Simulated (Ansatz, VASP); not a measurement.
Two plane-wave programs on RbNaPt6

The input INCAR:

```
ALGO = Fast ; EDIFF = 1E-6
EDIFFG = -0.04 ; ENCUT = 600
GGA = PE ; IBRION = 2
ISIF = 3 ; ISMEAR = 0
LASPH = T ; LCHARG = F
LREAL = F ; LWAVE = F
NELM = 80 ; NSW = 90
PREC = Accurate ; SIGMA = 0.1
```

The input KPOINTS:

```
k-points
0
Gamma
  4 4 2
```

The input POSCAR:

```
RbNaPt6
1.0
    4.2537802100      0.0000000000      0.0000000000
    0.0000000000      4.2537802100      0.0000000000
    0.0000000000      0.0000000000      8.4816675000
Rb Na Pt
1 1 6
Direct
    0.0000000000      0.0000000000      0.0000000000
    0.0000000000      0.0000000000      0.5000000000
    0.5000000000      0.5000000000      0.0000000000
    0.5000000000      0.5000000000      0.5000000000
    0.5000000000      0.0000000000      0.2415597400
    0.5000000000      0.0000000000      0.7584402600
    0.0000000000      0.5000000000      0.2415597400
    0.0000000000      0.5000000000      0.7584402600
```

Input for Ansatz:

```yaml
crystal:
  lattice:
    - [4.25378021, 0.0, 0.0]
    - [0.0, 4.25378021, 0.0]
    - [0.0, 0.0, 8.4816675]
  atoms:
    - { symbol: Rb, position: [0.0, 0.0, 0.0] }
    - { symbol: Na, position: [0.0, 0.0, 0.5] }
    - { symbol: Pt, position: [0.5, 0.5, 0.0] }
    - { symbol: Pt, position: [0.5, 0.5, 0.5] }
    - { symbol: Pt, position: [0.5, 0.0, 0.24155974] }
    - { symbol: Pt, position: [0.5, 0.0, 0.75844026] }
    - { symbol: Pt, position: [0.0, 0.5, 0.24155974] }
    - { symbol: Pt, position: [0.0, 0.5, 0.75844026] }
basis:
  ecutwfc: 420
kpoints:
  mp_grid: { grid: [4, 4, 2] }
hamiltonian:
  xc: pbe
scf:
  occupations: { method: gaussian, width: 0.1 }
  lower_state_search: "off"
output:
  forces: true
  stress: true
  eigenvalues: true
relax:
  adjacent_minimum: "off"
  f_tol: 0.04
  max_steps: 70
  cell: { stress_tol: 0.4 }
```

Change from the starting cell: species swapped into the LaCePd6 type (P4/mmm, No. 123).

Alike in both runs: task relaxation of cell and atoms; functional PBE; k mesh 4 × 4 × 2; occupations gaussian, width 0.1 eV; no spin polarisation.

```csv
,VASP,Ansatz
version,VASP 6.6.1,Ansatz 0.2.0
potentials or method,"VASP PAW PBE potentials, release 64 (Rb_sv, Na_pv, Pt), cutoff 600 eV","scalar-relativistic, plane waves, PAW"
valence electrons in the cell,76,126
```

VASP gave:

- gap on the k mesh at the Fermi level, each at its own relaxed structure (eV): none
- relaxed volume (Å³/atom): 17.55
- relaxed cell length with the largest relative difference (Å): 4.114

Question: Estimate Ansatz's values.

Answer: gap on the k mesh at the Fermi level, each at its own relaxed structure (eV): none; relaxed volume (Å³/atom): 17.55; relaxed cell length with the largest relative difference (Å): 4.115.

A gap of «none» marks a metal or a gap that the smearing closes. VASP's potentials hold 76 valence electrons a cell and Ansatz's 126, so a difference there can come from the potentials and not from the codes.

The k mesh is coarse, so the values compare programs but aren't converged. Neither program's run includes spin-orbit coupling.
